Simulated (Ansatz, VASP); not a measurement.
## SrO: VASP beside Ansatz

```
CELL_PARAMETERS angstrom
0.00000 2.58066 2.58066
2.58066 0.00000 2.58066
2.58066 2.58066 0.00000
ATOMIC_POSITIONS crystal
Sr 0.00000 0.00000 0.00000
O 0.50000 0.50000 0.50000
```

Alike in both runs: task relaxation of cell and atoms; functional LDA; k mesh 6 × 6 × 6; occupations gaussian, width 0.02 eV; no spin polarisation.

|  | VASP | Ansatz |
| --- | --- | --- |
| version | VASP 6.6.1 | Ansatz 0.2.0 |
| potentials or method | VASP PAW LDA potentials, release 64 (Sr_sv, O), cutoff 600 eV | scalar-relativistic, plane waves, PAW |
| valence electrons in the cell | 16 | 16 |

```tsv
	VASP	Ansatz	Ansatz less VASP
gap on the k mesh at the Fermi level, each at its own relaxed structure (eV)	3.07	3.12	+0.057
relaxed volume (Å³/atom)	16.34	16.24	-0.104
relaxed length of the cell vector where the two differ most in proportion (Å)	3.589	3.581	-0.0076
```

Ansatz warns that its potentials were made for another functional, while VASP's fit it. LDA's correlation is that of Perdew and Zunger in VASP and of Perdew and Wang (1992) in Ansatz.
